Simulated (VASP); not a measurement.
# InGaAs2 (P-4m2) in VASP: a series of runs, part 2 of 2

VASP 6.6.1.

### 3 Single point, r2SCAN

This run uses another cell than the first one, of the same volume but with other edges.

POSCAR

```
InGaAs2
1.0
    4.5512445769      0.0000000000      0.0000000000
    0.0000000000      4.5512445769      0.0000000000
    0.0000000000      0.0000000000      5.1380233913
In Ga As
1 1 2
Direct
    0.0000000000      0.0000000000      0.5000000000
    0.5000000000      0.5000000000      0.0000000000
    0.5000000000      0.0000000000      0.7684750000
    0.0000000000      0.5000000000      0.2315250000
```

INCAR.step1

```
PREC     = Accurate       # precision mode
ENCUT    = 520            # plane-wave cutoff, eV
ISMEAR   = 0              # smearing method
SIGMA    = 0.03           # smearing width, eV
LREAL    = False          # projectors in reciprocal space
LASPH    = True           # aspherical terms in the spheres
NELM     = 100            # most SCF steps
NBANDS   = 26             # bands
GGA      = PE             # functional
ALGO     = Normal         # electronic algorithm
EDIFF    = 1E-4           # SCF threshold, eV
LWAVE    = True           # write WAVECAR
LCHARG   = False          # write CHGCAR
```

INCAR.step2

```
PREC     = Accurate       # precision mode
ENCUT    = 520            # plane-wave cutoff, eV
EDIFF    = 1E-6           # SCF threshold, eV
ISMEAR   = 0              # smearing method
SIGMA    = 0.03           # smearing width, eV
LREAL    = False          # projectors in reciprocal space
LASPH    = True           # aspherical terms in the spheres
NELM     = 100            # most SCF steps
ALGO     = Normal         # electronic algorithm
ISIF     = 2              # what is computed and relaxed
LWAVE    = False          # write WAVECAR
LCHARG   = True           # write CHGCAR
METAGGA  = R2SCAN         # meta-GGA
LMIXTAU  = True         
LELF     = True           # ELF
LVHAR    = True         
NBANDS   = 26             # bands
ISTART   = 1
```

KPOINTS

```
Automatic mesh
0
Gamma
  10 10 6
```

Potentials or basis: VASP PAW PBE potentials, release 64 (In_d, Ga_d, As).

On the command line:

```
$ cat potpaw_PBE.64/In_d/POTCAR potpaw_PBE.64/Ga_d/POTCAR potpaw_PBE.64/As/POTCAR > POTCAR
$ cp INCAR.step1 INCAR
$ mpirun -np 1 vasp_std > vasp.out
$ cp INCAR.step2 INCAR
$ mpirun -np 1 vasp_std > vasp.out
```

OUTCAR:

```text
PREC = Accurate
   ENCUT = 520
   EDIFF = 1E-6
   ISMEAR = 0
   LREAL = False
   LASPH = True
   NELM = 100
   ISIF = 2
   METAGGA = R2SCAN
   ISTART = 1

 ion  position               nearest neighbor table
   1  0.000  0.000  0.500-   3 2.66   4 2.66   4 2.66   3 2.66
   2  0.500  0.500  0.000-   3 2.57   4 2.57   3 2.57   4 2.57
   3  0.500  0.000  0.768-   2 2.57   2 2.57   1 2.66   1 2.66
   4  0.000  0.500  0.232-   2 2.57   2 2.57   1 2.66   1 2.66

  LATTYP: Found a simple tetragonal cell.
 ALAT       =     4.5512445769
 C/A-ratio  =     1.1289271109

  Lattice vectors:

 A1 = (   4.5512445769,   0.0000000000,   0.0000000000)
 A2 = (   0.0000000000,   4.5512445769,   0.0000000000)
 A3 = (   0.0000000000,   0.0000000000,   5.1380233913)

Analysis of symmetry for initial positions (statically):
=====================================================================
 Subroutine PRICEL returns:
 Original cell was already a primitive cell.

 Routine SETGRP: Setting up the symmetry group for a
 simple tetragonal supercell.

 Subroutine GETGRP returns: Found  8 space group operations
 (whereof  8 operations were pure point group operations)
 out of a pool of 16 trial point group operations.

The static configuration has the point symmetry D_2d.

Analysis of symmetry for dynamics (positions and initial velocities):
=====================================================================
 Subroutine PRICEL returns:
 Original cell was already a primitive cell.

 Routine SETGRP: Setting up the symmetry group for a
 simple tetragonal supercell.

 Subroutine GETGRP returns: Found  8 space group operations
 (whereof  8 operations were pure point group operations)
 out of a pool of 16 trial point group operations.

The dynamic configuration has the point symmetry D_2d.

 Subroutine INISYM returns: Found  8 space group operations
 (whereof  8 operations are pure point group operations),
 and found     1 'primitive' translations

----------------------------------------------------------------------------------------

                                     Primitive cell

  volume of cell :     106.4281

  direct lattice vectors                    reciprocal lattice vectors
     4.551244577  0.000000000  0.000000000     0.219720119  0.000000000  0.000000000
     0.000000000  4.551244577  0.000000000     0.000000000  0.219720119  0.000000000
     0.000000000  0.000000000  5.138023391     0.000000000  0.000000000  0.194627374

  length of vectors
     4.551244577  4.551244577  5.138023391     0.219720119  0.219720119  0.194627374

  position of ions in fractional coordinates (direct lattice)
     0.000000000  0.000000000  0.500000000
     0.500000000  0.500000000  0.000000000
     0.500000000  0.000000000  0.768475000
     0.000000000  0.500000000  0.231525000

  ion indices of the primitive-cell ions
   primitive index   ion index
                 1           1
                 2           2
                 3           3
                 4           4

----------------------------------------------------------------------------------------

 KPOINTS: Automatic mesh

Automatic generation of k-mesh.
 Grid dimensions read from file:
 generate k-points for:   10   10    6

 Generating k-lattice:

  Cartesian coordinates                     Fractional coordinates (reciprocal lattice)
     0.021972012  0.000000000  0.000000000     0.100000000  0.000000000  0.000000000
     0.000000000  0.021972012  0.000000000     0.000000000  0.100000000  0.000000000
     0.000000000  0.000000000  0.032437896     0.000000000  0.000000000  0.166666667

  Length of vectors
     0.021972012  0.021972012  0.032437896

  Shift w.r.t. Gamma in fractional coordinates (k-lattice)
     0.000000000  0.000000000  0.000000000

 Subroutine IBZKPT returns following result:
 ===========================================

 Found     84 irreducible k-points:

 Following reciprocal coordinates:
            Coordinates               Weight
  0.000000  0.000000  0.000000      1.000000
  0.100000  0.000000  0.000000      4.000000
  0.200000  0.000000  0.000000      4.000000
  0.300000  0.000000  0.000000      4.000000
  0.400000  0.000000  0.000000      4.000000
  0.500000  0.000000  0.000000      2.000000
[... 16 lines left out ...]
  0.100000  0.000000  0.166667      8.000000
  0.200000  0.000000  0.166667      8.000000
 [... further k-points ...]
   k-points           NKPTS =     84   k-points in BZ     NKDIM =     84   number of bands    NBANDS=     26
   number of dos      NEDOS =    301   number of ions     NIONS =      4
   total plane-waves  NPLWV =  51840
   dimension x,y,z NGX =    36 NGY =   36 NGZ =   40
   dimension x,y,z NGXF=    72 NGYF=   72 NGZF=   80
   ions per type =               1   1   2
   NGX,Y,Z   is equivalent  to a cutoff of  13.15, 13.15, 12.94 a.u.
   NGXF,Y,Z  is equivalent  to a cutoff of  26.30, 26.30, 25.88 a.u.
 SYSTEM =  unknown system
   PREC   = accura    normal or accurate (medium, high low for compatibility)
   ISTART =      1    job   : 0-new  1-cont  2-samecut
   ICHARG =      0    charge: 1-file 2-atom 10-const
   ISPIN  =      1    spin polarized calculation?
   LNONCOLLINEAR =      F non collinear calculations
   LSORBIT =      F    spin-orbit coupling
   LASPH  =      T    aspherical Exc in radial PAW
   ENCUT  =  520.0 eV  38.22 Ry    6.18 a.u.   8.46  8.46  9.55*2*pi/ulx,y,z
   NELM   =    100;   NELMIN=  2; NELMDL=  0     # of ELM steps
   EDIFF  = 0.1E-05   stopping-criterion for ELM
   LREAL  =      F    real-space projection
[... 7 lines left out ...]
   TEBEG  =    0.0;   TEEND  =   0.0 temperature during run
   PSTRESS=    0.0 pullay stress
   NELECT =      36.0000    total number of electrons
   NUPDOWN=      -1.0000    fix difference up-down
   EMIN   =  10.00;   EMAX   =-10.00  energy-range for DOS
   EFERMI =   0.00;   METHOD = LEGACY
   ISMEAR =     0;   SIGMA  =   0.03  broadening in eV -4-tet -1-fermi 0-gaus
   EFERMI_NEDOS =   21; number of points for ismear=-14 and -15
   IALGO  =     38    algorithm
   IMIX   =      4    mixing-type and parameters
     AMIX     =   0.40;   BMIX     =  1.00
     AMIX_MAG =   1.60;   BMIX_MAG =  1.00
  volume/ion in A,a.u.               =      26.61       179.55
  Fermi-wavevector in a.u.,A,eV,Ry     =   1.140662  2.155538 17.702664  1.301109
  Thomas-Fermi vector in A             =   2.277363
   LORBIT       =      0    0 simple, 1 ext, 2 COOP (PROOUT), +10 PAW based schemes
   METAGGA = R2SCAN    functional components
   LHFCALC =     F    Hartree Fock is set to
   AEXX    =    0.0000 exact exchange contribution
   IVDW    =     0    specifies the selected vdW correction
   LEPSILON=     F    determine dielectric tensor
   LRPA    =     F    only Hartree local field effects (RPA)
 non-spin polarized calculation
 Gauss-broadening in eV      SIGMA  =   0.03
  energy-cutoff  :      520.00
  volume of cell :      106.43
 maximum number of plane-waves:      2889
 NGX is ok and might be reduce to    36

 number of electron      36.0000012 magnetization

 Free energy of the ion-electron system (eV)
  ---------------------------------------------------
  ext. energy  EPLUGINS =         0.00000000
  ---------------------------------------------------
  free energy    TOTEN  =       -64.55186401 eV

  energy without entropy =      -64.55186266  energy(sigma->0) =      -64.55186334

 E-fermi :   3.7558     XC(G=0):  -9.7049

 val. band max:        3.6882649814   @ k =   0.1000   0.0000   0.0000
 cond. band min:       3.8142795008   @ k =   0.0000   0.0000   0.0000
 fundamental gap:      0.1260145194
 Fermi energy:         3.7557886626

 k-point     1 :       0.0000    0.0000    0.0000
  band No.  band energies     occupation
      1     -11.7917      2.00000
      2     -11.7674      2.00000
      3     -11.7674      2.00000
      4     -11.7643      2.00000
      5     -11.6695      2.00000
      6     -11.3426      2.00000
[... 18 lines left out ...]
     25      11.3658      0.00000
     26      11.8935      0.00000
[... 644 lines left out ...]
      4     -11.7565      2.00000
      5     -11.6708      2.00000
      6     -11.3388      2.00000
[... 18 lines left out ...]
     25      10.7196      0.00000
     26      11.0963      0.00000

 [... further k-points ...]

------------------------ aborting loop because EDIFF is reached ----------------------------------------

  FORCE on cell =-STRESS in cart. coord.  units (eV):
  Direction    XX          YY          ZZ          XY          YZ          ZX
  --------------------------------------------------------------------------------------
  -------------------------------------------------------------------------------------
  Total       -3.5927288     -3.5927288      1.2009721      0.0000000      0.0000000      0.0000000
  in kB      -54.0852195    -54.0852195     18.0795276      0.0000000      0.0000000      0.0000000
  external PRESSURE =     -30.0303038 kB  Pullay stress =       0.0000000 kB

 VOLUME and BASIS-vectors are now :
 -----------------------------------------------------------------------------
  energy-cutoff  :      520.00
  volume of cell :      106.43
      direct lattice vectors                 reciprocal lattice vectors
     4.551244577  0.000000000  0.000000000     0.219720119  0.000000000  0.000000000
     0.000000000  4.551244577  0.000000000     0.000000000  0.219720119  0.000000000
     0.000000000  0.000000000  5.138023391     0.000000000  0.000000000  0.194627374

 POSITION                                       TOTAL-FORCE (eV/Angst)
 -----------------------------------------------------------------------------------
      0.00000      0.00000      2.56901         0.000000     -0.000000      0.000000
      2.27562      2.27562      0.00000         0.000000      0.000000      0.000000
      2.27562      0.00000      3.94844         0.000000     -0.000000      0.147712
      0.00000      2.27562      1.18958         0.000000     -0.000000     -0.147712
 -----------------------------------------------------------------------------------
    total drift:                                0.000000      0.000000      0.000000

  FREE ENERGIE OF THE ION-ELECTRON SYSTEM (eV)
  ---------------------------------------------------
  free  energy   TOTEN  =       -64.5518640068 eV

  energy  without entropy=      -64.5518626649  energy(sigma->0) =      -64.55186334
```

Wall time 3.9 min (1 thread of Intel Xeon 6975P-C (Granite Rapids), shared host); peak memory 0.41 GiB.

Results:

```yaml
Free_energy: -64.5519 eV
Pressure: -3.0 GPa
Largest_force: 0.148 eV/Å
Band_gap_on_the_k_mesh: 0.13 eV (least direct gap 0.44 eV)
```

Forces in eV/Å, atoms in the order of the input:
```
In   0.000  0.000  0.000
Ga   0.000  0.000  0.000
As   0.000  0.000  0.148
As   0.000  0.000 -0.148
```

Stress tensor (GPa, compression positive):
```
-5.41  0.00  0.00
 0.00 -5.41  0.00
 0.00  0.00  1.81
```

Caveat: the stress differs along the axes, from -5 to 2 GPa; semilocal functionals underestimate gaps, and a narrow one can read as zero; the PAW data sets were made with another functional, which shifts forces and pressure a little; spin-orbit coupling is left out, which moves the levels of the heavy elements.

### 4 Single point, r2SCAN

This run uses another cell than the first one, of the same volume but with other edges.

POSCAR

```
InGaAs2
1.0
    3.8712009827      0.0000000000      0.0000000000
    0.0000000000      3.8712009827      0.0000000000
    0.0000000000      0.0000000000      7.1017435795
In Ga As
1 1 2
Direct
    0.0000000000      0.0000000000      0.5000000000
    0.5000000000      0.5000000000      0.0000000000
    0.5000000000      0.0000000000      0.7684750000
    0.0000000000      0.5000000000      0.2315250000
```

INCAR.step1

```
SYSTEM = InGaAs2
  ALGO = Normal
  EDIFF = 1E-4
  ENCUT = 520
  GGA = PE
  ISMEAR = 0
  LASPH = .True.
  LCHARG = .False.
  LREAL = .False.
  LWAVE = .True.
  NBANDS = 26
  NELM = 100
  PREC = Accurate
  SIGMA = 0.03
```

INCAR.step2

```
SYSTEM = InGaAs2
  ALGO = Normal
  EDIFF = 1E-6
  ENCUT = 520
  ISIF = 2
  ISMEAR = 0
  ISTART = 1
  LASPH = .True.
  LCHARG = .True.
  LELF = .True.
  LMIXTAU = .True.
  LREAL = .False.
  LVHAR = .True.
  LWAVE = .False.
  METAGGA = R2SCAN
  NBANDS = 26
  NELM = 100
  PREC = Accurate
  SIGMA = 0.03
```

KPOINTS

```
k-points
0
Gamma
  10 10 6
  0 0 0
```

Potentials or basis: VASP PAW PBE potentials, release 64 (In_d, Ga_d, As).

On the command line:

```
$ cat potpaw_PBE.64/In_d/POTCAR potpaw_PBE.64/Ga_d/POTCAR potpaw_PBE.64/As/POTCAR > POTCAR
$ cp INCAR.step1 INCAR
$ mpirun -np 1 vasp_std > vasp.out
$ cp INCAR.step2 INCAR
$ mpirun -np 1 vasp_std > vasp.out
```

OUTCAR:

```text
SYSTEM = InGaAs2
   EDIFF = 1E-6
   ENCUT = 520
   ISIF = 2
   ISMEAR = 0
   ISTART = 1
   LASPH = .True.
   LREAL = .False.
   METAGGA = R2SCAN
   NELM = 100
   PREC = Accurate

 ion  position               nearest neighbor table
   1  0.000  0.000  0.500-   3 2.72   4 2.72   4 2.72   3 2.72
   2  0.500  0.500  0.000-   3 2.54   4 2.54   3 2.54   4 2.54
   3  0.500  0.000  0.768-   2 2.54   2 2.54   1 2.72   1 2.72
   4  0.000  0.500  0.232-   2 2.54   2 2.54   1 2.72   1 2.72

  LATTYP: Found a simple tetragonal cell.
 ALAT       =     3.8712009827
[... 895 lines left out ...]
  Direction    XX          YY          ZZ          XY          YZ          ZX
  --------------------------------------------------------------------------------------
  -------------------------------------------------------------------------------------
  Total        1.8873209      1.8873209     -9.1966822      0.0000000      0.0000000      0.0000000
  in kB       28.4118757     28.4118757   -138.4475687      0.0000000      0.0000000      0.0000000
  external PRESSURE =     -27.2079391 kB  Pullay stress =       0.0000000 kB

 VOLUME and BASIS-vectors are now :
 -----------------------------------------------------------------------------
  energy-cutoff  :      520.00
  volume of cell :      106.43
      direct lattice vectors                 reciprocal lattice vectors
     3.871200983  0.000000000  0.000000000     0.258317769  0.000000000  0.000000000
     0.000000000  3.871200983  0.000000000     0.000000000  0.258317769  0.000000000
     0.000000000  0.000000000  7.101743579     0.000000000  0.000000000  0.140810491

 POSITION                                       TOTAL-FORCE (eV/Angst)
 -----------------------------------------------------------------------------------
      0.00000      0.00000      3.55087        -0.000000      0.000000      0.000000
      1.93560      1.93560      0.00000        -0.000000     -0.000000      0.000000
      1.93560      0.00000      5.45751        -0.000000      0.000000      0.114512
      0.00000      1.93560      1.64423         0.000000      0.000000     -0.114512
 -----------------------------------------------------------------------------------
    total drift:                                0.000000      0.000000     -0.000000

  FREE ENERGIE OF THE ION-ELECTRON SYSTEM (eV)
  ---------------------------------------------------
  free  energy   TOTEN  =       -64.0950893600 eV

  energy  without entropy=      -64.0949126116  energy(sigma->0) =      -64.09500099
```

OUTCAR.step1:

```text
SYSTEM = InGaAs2
   EDIFF = 1E-4
   ENCUT = 520
   GGA = PE
   ISMEAR = 0
   LASPH = .True.
   LREAL = .False.
   NELM = 100
[... 924 lines left out ...]
      1.93560      1.93560      0.00000        -0.000000      0.000000      0.000000
      1.93560      0.00000      5.45751        -0.000000     -0.000000      0.090424
      0.00000      1.93560      1.64423        -0.000000     -0.000000     -0.090424
 -----------------------------------------------------------------------------------
    total drift:                                0.000000      0.000000      0.000000

  FREE ENERGIE OF THE ION-ELECTRON SYSTEM (eV)
  ---------------------------------------------------
  free  energy   TOTEN  =       -15.1436434145 eV

  energy  without entropy=      -15.1428557778  energy(sigma->0) =      -15.14324960
```

Run time: 6.1 min. Hardware: 1 thread of Intel Xeon 6975P-C (Granite Rapids), shared host; peak memory 0.39 GiB.

What came out:

* Free energy: -64.0951 eV
* Pressure: -2.7 GPa
* Largest force: 0.115 eV/Å
* Band gap on the k mesh: zero (bands 18 and 19 overlap by 0.29 eV)

Forces in eV/Å, atoms in the order of the input:
```
In   0.000  0.000  0.000
Ga   0.000  0.000  0.000
As   0.000  0.000  0.115
As   0.000  0.000 -0.115
```

Stress tensor (GPa, compression positive):
```
  2.84   0.00   0.00
  0.00   2.84   0.00
  0.00   0.00 -13.84
```

Levels at points of the mesh, in eV from the Fermi level:
| k point | band 15 | band 16 | band 17 | band 18 | band 19 | band 20 | band 21 | band 22 |
| --- | --- | --- | --- | --- | --- | --- | --- | --- |
| (0.00, 0.00, 0.00) | -1.78 | -1.78 | -1.10 | 0.06 | 0.06 | 2.50 | 3.13 | 3.71 |
| (0.50, 0.00, 0.00) | -4.16 | -3.97 | -0.74 | -0.17 | 2.49 | 2.59 | 3.14 | 3.93 |
| (0.50, 0.50, 0.00) | -3.43 | -3.16 | -3.16 | -3.03 | 0.70 | 0.91 | 0.91 | 1.03 |
| (0.00, 0.00, 0.50) | -1.34 | -1.34 | -0.76 | -0.76 | 2.34 | 2.48 | 3.15 | 3.42 |
| (0.50, 0.00, 0.50) | -2.49 | -2.47 | -0.73 | -0.33 | -0.22 | -0.15 | 4.24 | 5.15 |
| (0.50, 0.50, 0.50) | -3.63 | -3.48 | -3.39 | -3.39 | 2.25 | 2.26 | 2.82 | 2.82 |

Caveat: the stress differs along the axes, from -14 to 3 GPa; semilocal functionals underestimate gaps, and a narrow one can read as zero; the PAW data sets were made with another functional, which shifts forces and pressure a little; spin-orbit coupling is left out, which moves the levels of the heavy elements.

### 5 Overview

```csv
cell,gap on the mesh (eV),pressure (GPa),largest force (eV/Å)
"a = 4.157, b = 4.157, c = 6.159 Å, 4 atoms",none,-2.4,0.05
"a = 4.551, b = 4.551, c = 5.138 Å, 4 atoms",0.13,-3.0,0.15
"a = 3.871, b = 3.871, c = 7.102 Å, 4 atoms",none,-2.7,0.11
```

Alike in all rows: task single point; level r2SCAN; potentials or basis VASP PAW PBE potentials, release 64 (In_d, Ga_d, As); no spin polarisation; k mesh 10 × 10 × 6; cutoff (eV) 520; smearing gaussian 0.03 eV.

Caveats: semilocal functionals underestimate gaps, and a narrow one can read as zero; the PAW data sets were made with another functional, which shifts forces and pressure a little; spin-orbit coupling is left out, which moves the levels of the heavy elements; the stress differs along the axes, from -5 to 2 GPa (at least some runs); the stress differs along the axes, from -14 to 3 GPa (at least some runs).

Absolute energies hang on the potentials; compare differences alone.

The gap in the log of VASP goes by the Fermi energy; the results here count the filled bands.